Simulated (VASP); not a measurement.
# TaHg2P3 (P6/mmm) in VASP: further runs, part 2 of 2

VASP 6.6.1.

## (3) Single point, PBE

This run uses another cell than the first one, of 20.52 Å³/atom.

INCAR

```
ALGO     = Fast           # electronic algorithm
EDIFF    = 1E-7           # SCF threshold, eV
ENCUT    = 520            # plane-wave cutoff, eV
GGA      = PE             # functional
ISIF     = 2              # what is computed and relaxed
ISMEAR   = 0              # smearing method
LASPH    = True           # aspherical terms in the spheres
LCHARG   = True           # write CHGCAR
LELF     = True           # ELF
LREAL    = False          # projectors in reciprocal space
LVHAR    = True         
LWAVE    = False          # write WAVECAR
NBANDS   = 34             # bands
NELM     = 100            # most SCF steps
PREC     = Accurate       # precision mode
SIGMA    = 0.1            # smearing width, eV
```

KPOINTS

```
k-points
0
Gamma
  6 6 10
```

POSCAR

```
TaHg2P3
1.0
    4.9474983170      0.0000000000      0.0000000000
   -2.4737491585      4.2846592277      0.0000000000
    0.0000000000      0.0000000000      5.8082083996
Ta Hg P
1 2 3
Direct
    0.0000000000      0.0000000000      0.0000000000
    0.3333333333      0.6666666667      0.0000000000
    0.6666666667      0.3333333333      0.0000000000
    0.5000000000      0.0000000000      0.5000000000
    0.5000000000      0.5000000000      0.5000000000
    0.0000000000      0.5000000000      0.5000000000
```

Potentials or basis: VASP PAW PBE potentials, release 64 (Ta_pv, Hg, P).

Started as:

```
$ cat potpaw_PBE.64/Ta_pv/POTCAR potpaw_PBE.64/Hg/POTCAR potpaw_PBE.64/P/POTCAR > POTCAR
$ mpirun -np 1 vasp_std > vasp.out
```

OUTCAR:

```text
EDIFF = 1E-7
   ENCUT = 520
   GGA = PE
   ISIF = 2
   ISMEAR = 0
   LASPH = True
   LREAL = False
   NELM = 100
   PREC = Accurate

 ion  position               nearest neighbor table
   1  0.000  0.000  0.000-   2 2.86   3 2.86   2 2.86   3 2.86   3 2.86   2 2.86
   2  0.333  0.667  0.000-   3 2.86   1 2.86   3 2.86   1 2.86   1 2.86   3 2.86   4 3.24   4 3.24
                             6 3.24   6 3.24   5 3.24   5 3.24
   3  0.667  0.333  0.000-   2 2.86   1 2.86   2 2.86   1 2.86   1 2.86   2 2.86   4 3.24   4 3.24
                             6 3.24   6 3.24   5 3.24   5 3.24
   4  0.500  0.000  0.500-   5 2.47   6 2.47   5 2.47   6 2.47   2 3.24   3 3.24   2 3.24   3 3.24

   5  0.500  0.500  0.500-   4 2.47   4 2.47   6 2.47   6 2.47   2 3.24   3 3.24   2 3.24   3 3.24

   6  0.000  0.500  0.500-   4 2.47   4 2.47   5 2.47   5 2.47   2 3.24   3 3.24   2 3.24   3 3.24

  LATTYP: Found a hexagonal cell.
 ALAT       =     4.9474983170
 C/A-ratio  =     1.1739687469

  Lattice vectors:

 A1 = (   4.9474983170,   0.0000000000,   0.0000000000)
 A2 = (  -2.4737491585,   4.2846592277,   0.0000000000)
 A3 = (   0.0000000000,   0.0000000000,   5.8082083996)

Analysis of symmetry for initial positions (statically):
=====================================================================
 Subroutine PRICEL returns:
 Original cell was already a primitive cell.

 Routine SETGRP: Setting up the symmetry group for a
 hexagonal supercell.

 Subroutine GETGRP returns: Found 24 space group operations
 (whereof 24 operations were pure point group operations)
 out of a pool of 24 trial point group operations.

The static configuration has the point symmetry D_6h.

Analysis of symmetry for dynamics (positions and initial velocities):
=====================================================================
 Subroutine PRICEL returns:
 Original cell was already a primitive cell.

 Routine SETGRP: Setting up the symmetry group for a
 hexagonal supercell.
[... 136 lines left out ...]
  Thomas-Fermi vector in A             =   2.347806
   LORBIT       =      0    0 simple, 1 ext, 2 COOP (PROOUT), +10 PAW based schemes
   GGA     = PE    functional components
   LHFCALC =     F    Hartree Fock is set to
   AEXX    =    0.0000 exact exchange contribution
   IVDW    =     0    specifies the selected vdW correction
   LEPSILON=     F    determine dielectric tensor
   LRPA    =     F    only Hartree local field effects (RPA)
 non-spin polarized calculation
 RMM-DIIS sequential band-by-band and
 Gauss-broadening in eV      SIGMA  =   0.10
  energy-cutoff  :      520.00
  volume of cell :      123.12
 maximum number of plane-waves:      3339
 NGX is ok and might be reduce to    40
   NGX = 19   NGY = 19   NGZ = 21

 number of electron      50.0000007 magnetization

 Free energy of the ion-electron system (eV)
  ---------------------------------------------------
  ext. energy  EPLUGINS =         0.00000000
  ---------------------------------------------------
  free energy    TOTEN  =       -21.93640143 eV

  energy without entropy =      -21.90159306  energy(sigma->0) =      -21.91899724

 E-fermi :   5.2394     XC(G=0): -10.7420

 val. band max:        5.2287246402   @ k =   0.5000   0.0000   0.1000
 cond. band min:       5.2400219755   @ k =   0.0000   0.0000   0.3000
 fundamental gap:      0.0112973354
 Fermi energy:         5.2394454638

 k-point     1 :       0.0000    0.0000    0.0000
  band No.  band energies     occupation
      1     -30.4710      2.00000
      2     -30.4710      2.00000
      3     -30.4012      2.00000
      4      -8.7679      2.00000
      5      -4.3349      2.00000
      6      -3.0356      2.00000
[... 877 lines left out ...]
     33       8.4008      0.00000
     34       9.1170      0.00000

 [... further k-points ...]

------------------------ aborting loop because EDIFF is reached ----------------------------------------

  FORCE on cell =-STRESS in cart. coord.  units (eV):
  Direction    XX          YY          ZZ          XY          YZ          ZX
  --------------------------------------------------------------------------------------
  -------------------------------------------------------------------------------------
  Total        0.2848124      0.2848124      0.1133285      0.0000000      0.0000000      0.0000000
  in kB        3.7061696      3.7061696      1.4747064      0.0000000      0.0000000      0.0000000
  external PRESSURE =       2.9623485 kB  Pullay stress =       0.0000000 kB

 VOLUME and BASIS-vectors are now :
 -----------------------------------------------------------------------------
  energy-cutoff  :      520.00
  volume of cell :      123.12
      direct lattice vectors                 reciprocal lattice vectors
     4.947498317  0.000000000  0.000000000     0.202122353  0.116695395  0.000000000
    -2.473749158  4.284659228  0.000000000     0.000000000  0.233390790  0.000000000
     0.000000000  0.000000000  5.808208400     0.000000000  0.000000000  0.172170131

 POSITION                                       TOTAL-FORCE (eV/Angst)
 -----------------------------------------------------------------------------------
      0.00000      0.00000      0.00000         0.000000      0.000000     -0.000000
     -0.00000      2.85644      0.00000         0.000000      0.000000     -0.000000
      2.47375      1.42822      0.00000        -0.000000      0.000000      0.000000
      2.47375      0.00000      2.90410         0.000000      0.000000     -0.000000
      1.23687      2.14233      2.90410         0.000000      0.000000     -0.000000
     -1.23687      2.14233      2.90410         0.000000      0.000000     -0.000000
 -----------------------------------------------------------------------------------
    total drift:                                0.000000     -0.000000      0.000000

  FREE ENERGIE OF THE ION-ELECTRON SYSTEM (eV)
  ---------------------------------------------------
  free  energy   TOTEN  =       -21.9364014286 eV

  energy  without entropy=      -21.9015930550  energy(sigma->0) =      -21.91899724
```

OSZICAR:

```text
N       E                     dE             d eps       ncg     rms          rms(c)
DAV:   1     0.363994955848E+03    0.36399E+03   -0.24005E+04  2864   0.137E+03
DAV:   2    -0.648040470543E+01   -0.37048E+03   -0.35471E+03  3266   0.351E+02
DAV:   3    -0.250125231080E+02   -0.18532E+02   -0.18058E+02  3494   0.730E+01
DAV:   4    -0.253313128713E+02   -0.31879E+00   -0.31576E+00  3180   0.881E+00
DAV:   5    -0.253378615731E+02   -0.65487E-02   -0.65367E-02  3486   0.117E+00    0.144E+01
RMM:   6    -0.264351946964E+02   -0.10973E+01   -0.15139E+01  3101   0.133E+01    0.148E+01
RMM:   7    -0.220853571770E+02    0.43498E+01   -0.25408E+00  2904   0.634E+00    0.759E+00
RMM:   8    -0.220764926962E+02    0.88645E-02   -0.30634E-01  3143   0.267E+00    0.395E+00
RMM:   9    -0.220312200936E+02    0.45273E-01   -0.24610E-01  3071   0.195E+00    0.220E+00
RMM:  10    -0.219371827907E+02    0.94037E-01   -0.46209E-02  3106   0.970E-01    0.372E-01
RMM:  11    -0.219368514314E+02    0.33136E-03   -0.57581E-03  3482   0.256E-01    0.299E-01
RMM:  12    -0.219369438554E+02   -0.92424E-04   -0.15853E-03  3324   0.168E-01    0.285E-01
RMM:  13    -0.219364051356E+02    0.53872E-03   -0.39006E-04  3309   0.939E-02    0.277E-02
RMM:  14    -0.219363989596E+02    0.61760E-05   -0.10168E-04  3452   0.385E-02    0.146E-02
RMM:  15    -0.219364044711E+02   -0.55115E-05   -0.17353E-05  3600   0.184E-02    0.159E-02
RMM:  16    -0.219364013126E+02    0.31585E-05   -0.49406E-06  3419   0.103E-02    0.356E-03
RMM:  17    -0.219364014216E+02   -0.10894E-06   -0.11716E-06  3196   0.507E-03    0.180E-03
RMM:  18    -0.219364014286E+02   -0.70327E-08   -0.21799E-07  2319   0.224E-03
   1 F= -.21936401E+02 E0= -.21918997E+02  d E =-.348084E-01
```

Run time: 7.5 min. Hardware: 1 thread of Oxide Virtual Turin-like, shared host; peak memory 0.33 GiB.

What came out:

```yaml
Free_energy: -21.9364 eV
Pressure: 0.3 GPa
Band_gap_on_the_k_mesh: zero (bands 25 and 26 overlap by 0.69 eV)
```

Caveat: spin-orbit coupling is left out, which moves the levels of the heavy elements.

The gap in the log of VASP goes by the Fermi energy; the results here count the filled bands.